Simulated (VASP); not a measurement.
# PbCl4 in VASP: single point with PBE

Aim: the single point of PbCl4 with PBE.

Everything below comes from runs of VASP 6.6.1. Logs are shortened: lines on timing, memory, paths and dates and some standing lists are left out, and cuts for length are marked.

### 1 The cell of the first run

The cell holds a molecule in a box, 5 atoms: a = 12.980 Å, b = 11.890 Å, c = 12.980 Å, α = 90.00°, β = 90.00°, γ = 90.00°.

### 2 Single point, PBE, non-collinear spin, zero start, spin-orbit coupling

File INCAR:

```
PREC = Accurate ; ENCUT = 520
EDIFF = 1E-6 ; ISMEAR = 0
SIGMA = 0.01 ; LREAL = False
LASPH = True ; NELM = 150
ALGO = Normal ; ISIF = 2
LWAVE = False ; LCHARG = False
MAGMOM = 0 0 0 0 0 0 0 0 0 0 0 0 0 0 0 ; LORBIT = 11
LSORBIT = True ; GGA_COMPAT = False
LORBMOM = True ; GGA = PE
NBANDS = 57
```

File KPOINTS:

```
Automatic mesh
0
Gamma
  1 1 1
```

File POSCAR:

```
PbCl4
1.0
   12.9800000000      0.0000000000      0.0000000000
    0.0000000000     11.8900000000      0.0000000000
    0.0000000000      0.0000000000     12.9800000000
Pb Cl
1 4
Direct
    0.4977542400      0.4984600500      0.5000161800
    0.4954684100      0.3784693000      0.6533459200
    0.4954684100      0.3784693000      0.3466872100
    0.6533875200      0.6148662700      0.5000161800
    0.3466872100      0.6218284300      0.5000161800
```

Potentials or basis: VASP PAW PBE potentials, release 64 (Pb_d, Cl).

The run is started by

```console
> cat potpaw_PBE.64/Pb_d/POTCAR potpaw_PBE.64/Cl/POTCAR > POTCAR
> mpirun -np 1 vasp_ncl > vasp.out
```

OUTCAR:

```text
PREC = Accurate
   ENCUT = 520
   EDIFF = 1E-6
   ISMEAR = 0
   LREAL = False
   LASPH = True
   NELM = 150
   ISIF = 2
   LORBIT = 11
   LSORBIT = True
   GGA = PE

 ion  position               nearest neighbor table
   1  0.498  0.498  0.500-   4 2.45   5 2.45   3 2.45   2 2.45
   2  0.495  0.378  0.653-   1 2.45
   3  0.495  0.378  0.347-   1 2.45
   4  0.653  0.615  0.500-   1 2.45
   5  0.347  0.622  0.500-   1 2.45

  LATTYP: Found a simple tetragonal cell.
 ALAT       =    12.9800000000
 C/A-ratio  =     0.9160246533

  Lattice vectors:

 A1 = ( -12.9800000000,   0.0000000000,   0.0000000000)
 A2 = (   0.0000000000,   0.0000000000,  12.9800000000)
 A3 = (   0.0000000000,  11.8900000000,   0.0000000000)

Analysis of symmetry for initial positions (statically):
=====================================================================
 Subroutine PRICEL returns:
 Original cell was already a primitive cell.

 Routine SETGRP: Setting up the symmetry group for a
 simple tetragonal supercell.

 Subroutine GETGRP returns: Found  2 space group operations
 (whereof  1 operations were pure point group operations)
 out of a pool of 16 trial point group operations.

The static configuration has the point symmetry C_1 .
 The point group associated with its full space group is C_1h.

Analysis of symmetry for dynamics (positions and initial velocities):
=====================================================================
 Subroutine PRICEL returns:
 Original cell was already a primitive cell.

 Routine SETGRP: Setting up the symmetry group for a
 simple tetragonal supercell.

 Subroutine GETGRP returns: Found  2 space group operations
 (whereof  1 operations were pure point group operations)
 out of a pool of 16 trial point group operations.

The dynamic configuration has the point symmetry C_1 .
 The point group associated with its full space group is C_1h.

Analysis of structural, dynamic, and magnetic symmetry:
=====================================================================
 Subroutine PRICEL returns:
 Original cell was already a primitive cell.

 Routine SETGRP: Setting up the symmetry group for a
 simple tetragonal supercell.

 Subroutine GETGRP returns: Found  2 space group operations
 (whereof  1 operations were pure point group operations)
 out of a pool of 16 trial point group operations.

The overall configuration has the point symmetry C_1 .
 The point group associated with its full space group is C_1h.

 Subroutine INISYM returns: Found  2 space group operations
 (whereof  1 operations are pure point group operations),
 and found     1 'primitive' translations

----------------------------------------------------------------------------------------

                                     Primitive cell

  volume of cell :    2003.2320

  direct lattice vectors                    reciprocal lattice vectors
    12.980000000  0.000000000  0.000000000     0.077041602  0.000000000  0.000000000
     0.000000000 11.890000000  0.000000000     0.000000000  0.084104289  0.000000000
     0.000000000  0.000000000 12.980000000     0.000000000  0.000000000  0.077041602

  length of vectors
    12.980000000 11.890000000 12.980000000     0.077041602  0.084104289  0.077041602

  position of ions in fractional coordinates (direct lattice)
     0.497754240  0.498460050  0.500016180
     0.495468410  0.378469300  0.653345920
     0.495468410  0.378469300  0.346687210
     0.653387520  0.614866270  0.500016180
     0.346687210  0.621828430  0.500016180

  ion indices of the primitive-cell ions
   primitive index   ion index
                 1           1
                 2           2
                 3           3
                 4           4
                 5           5

----------------------------------------------------------------------------------------
[... 99 lines left out ...]

 E-fermi :  -7.6646     XC(G=0):  -1.0882

 val. band max:       -7.7262800546   @ k =   0.0000   0.0000   0.0000
 cond. band min:      -5.4564409806   @ k =   0.0000   0.0000   0.0000
 fundamental gap:      2.2698390740
 Fermi energy:        -7.6645674138

 k-point     1 :       0.0000    0.0000    0.0000
  band No.  band energies     occupation
      1     -24.5359      1.00000
      2     -24.5359      1.00000
      3     -24.5357      1.00000
      4     -24.5357      1.00000
      5     -22.3142      1.00000
      6     -22.3142      1.00000
[... 46 lines left out ...]
     53       0.8583      0.00000
     54       0.8589      0.00000
 [bands above 54 left out]

------------------------ aborting loop because EDIFF is reached ----------------------------------------

  FORCE on cell =-STRESS in cart. coord.  units (eV):
  Direction    XX          YY          ZZ          XY          YZ          ZX
  --------------------------------------------------------------------------------------
  -------------------------------------------------------------------------------------
  Total       -1.3327348     -1.4345709     -1.3310056     -0.0021024      0.0000000      0.0000000
  in kB       -1.0659162     -1.1473644     -1.0645333     -0.0016815      0.0000000      0.0000000
  external PRESSURE =      -1.0926046 kB  Pullay stress =       0.0000000 kB

 VOLUME and BASIS-vectors are now :
 -----------------------------------------------------------------------------
  energy-cutoff  :      520.00
  volume of cell :     2003.23
      direct lattice vectors                 reciprocal lattice vectors
    12.980000000  0.000000000  0.000000000     0.077041602  0.000000000  0.000000000
     0.000000000 11.890000000  0.000000000     0.000000000  0.084104289  0.000000000
     0.000000000  0.000000000 12.980000000     0.000000000  0.000000000  0.077041602

 POSITION                                       TOTAL-FORCE (eV/Angst)
 -----------------------------------------------------------------------------------
      6.46085      5.92669      6.49021        -0.000121     -0.003083      0.000000
      6.43118      4.50000      8.48043         0.005081      0.242063     -0.319537
      6.43118      4.50000      4.50000         0.005081      0.242063      0.319537
      8.48097      7.31076      6.49021        -0.324443     -0.233954      0.000000
      4.50000      7.39354      6.49021         0.314403     -0.247089      0.000000
 -----------------------------------------------------------------------------------
    total drift:                                0.000434     -0.000009     -0.009889

  FREE ENERGIE OF THE ION-ELECTRON SYSTEM (eV)
  ---------------------------------------------------
  free  energy   TOTEN  =       -14.3303226902 eV

  energy  without entropy=      -14.3303226902  energy(sigma->0) =      -14.33032269

 orbital moment (x)

 # of ion     p       d       tot
 ----------------------------------------
  1         0.000   0.000   0.000
  2         0.000   0.000   0.000
  3        -0.000   0.000  -0.000
  4         0.000   0.000   0.000
  5         0.000   0.000   0.000
 ----------------------------------------
            0.000   0.000   0.000

 orbital moment (y)

 # of ion     p       d       tot
 ----------------------------------------
  1         0.000   0.000   0.000
  2         0.000   0.000   0.000
  3        -0.000   0.000  -0.000
  4         0.000   0.000   0.000
  5         0.000   0.000   0.000
 ----------------------------------------
            0.000   0.000   0.000

 orbital moment (z)

 # of ion     p       d       tot
 ----------------------------------------
  1        -0.000   0.000   0.000
  2         0.000   0.000   0.000
  3         0.000   0.000   0.000
  4         0.000   0.000   0.000
  5         0.000   0.000   0.000
 ----------------------------------------
            0.000   0.000   0.000

 Spin-Orbit-Coupling matrix elements

 Ion:    1  E_soc:     -0.8323640
 l=   1
     0.0000000    -0.0724040    -0.0724059
    -0.0724040     0.0000000    -0.0723491
    -0.0724059    -0.0723491     0.0000000
 l=   2
     0.0000000    -0.0137791     0.0000000    -0.0131402    -0.0531976
    -0.0137791     0.0000000    -0.0403738    -0.0131408    -0.0128227
     0.0000000    -0.0403738     0.0000000    -0.0394262     0.0000000
    -0.0131402    -0.0131408    -0.0394262     0.0000000    -0.0131426
    -0.0531976    -0.0128227     0.0000000    -0.0131426     0.0000000
 l=   3
     0.0000000     0.0000000     0.0000000     0.0000000     0.0000000     0.0000000     0.0000000
     0.0000000     0.0000000     0.0000000     0.0000000     0.0000000     0.0000000     0.0000000
     0.0000000     0.0000000     0.0000000     0.0000000     0.0000000     0.0000000     0.0000000
     0.0000000     0.0000000     0.0000000     0.0000000     0.0000000     0.0000000     0.0000000
[... 69 lines left out ...]
 l=   2
     0.0000000     0.0000000     0.0000000     0.0000000     0.0000000
     0.0000000     0.0000000     0.0000000     0.0000000     0.0000000
     0.0000000     0.0000000     0.0000000     0.0000000     0.0000000
     0.0000000     0.0000000     0.0000000     0.0000000     0.0000000
     0.0000000     0.0000000     0.0000000     0.0000000     0.0000000
 l=   3
     0.0000000     0.0000000     0.0000000     0.0000000     0.0000000     0.0000000     0.0000000
     0.0000000     0.0000000     0.0000000     0.0000000     0.0000000     0.0000000     0.0000000
     0.0000000     0.0000000     0.0000000     0.0000000     0.0000000     0.0000000     0.0000000
     0.0000000     0.0000000     0.0000000     0.0000000     0.0000000     0.0000000     0.0000000
     0.0000000     0.0000000     0.0000000     0.0000000     0.0000000     0.0000000     0.0000000
     0.0000000     0.0000000     0.0000000     0.0000000     0.0000000     0.0000000     0.0000000
     0.0000000     0.0000000     0.0000000     0.0000000     0.0000000     0.0000000     0.0000000

 total charge

# of ion       s       p       d       tot
------------------------------------------
    1        1.148   0.794   9.925  11.867
    2        1.612   3.442   0.000   5.054
    3        1.612   3.442   0.000   5.054
    4        1.612   3.442   0.000   5.054
    5        1.612   3.442   0.000   5.054
--------------------------------------------------
tot          7.596  14.564   9.925  32.084

 magnetization (x)

# of ion       s       p       d       tot
------------------------------------------
    1        0.000   0.000   0.000   0.000
    2       -0.000  -0.000   0.000  -0.000
    3        0.000   0.000   0.000   0.000
    4        0.000   0.000   0.000   0.000
    5        0.000   0.000   0.000   0.000
--------------------------------------------------
tot          0.000   0.000   0.000   0.000

 magnetization (y)

# of ion       s       p       d       tot
------------------------------------------
    1        0.000   0.000   0.000   0.000
    2       -0.000  -0.000   0.000  -0.000
    3        0.000   0.000   0.000   0.000
    4        0.000   0.000   0.000   0.000
    5        0.000   0.000   0.000   0.000
--------------------------------------------------
tot          0.000   0.000   0.000   0.000

 magnetization (z)

# of ion       s       p       d       tot
------------------------------------------
    1        0.000   0.000   0.000   0.000
    2        0.000  -0.000   0.000  -0.000
    3        0.000  -0.000   0.000  -0.000
    4       -0.000  -0.000   0.000  -0.000
    5       -0.000  -0.000   0.000  -0.000
--------------------------------------------------
tot          0.000  -0.000   0.000  -0.000
```

Wall time 26 min (1 thread of AMD EPYC 7R43 (Zen 3), shared host); peak memory 4.2 GiB.

What came out:

```yaml
Free_energy: -14.3303 eV
Largest_force: 0.401 eV/Å
Net_moment: 0.00 μB per cell
Valence_electrons_inside_the_program's_atomic_spheres: Pb 11.87; Cl 5.05
```

Forces in eV/Å, atoms in the order of the input:
```
Pb   0.000 -0.003  0.000
Cl   0.005  0.242 -0.320
Cl   0.005  0.242  0.320
Cl  -0.324 -0.234  0.000
Cl   0.314 -0.247  0.000
```

Moments on the atoms (μB; x, y, z):
```
Pb  0.00 0.00 0.00
Cl  0.00 0.00 0.00
Cl  0.00 0.00 0.00
Cl  0.00 0.00 0.00
Cl  0.00 0.00 0.00
```
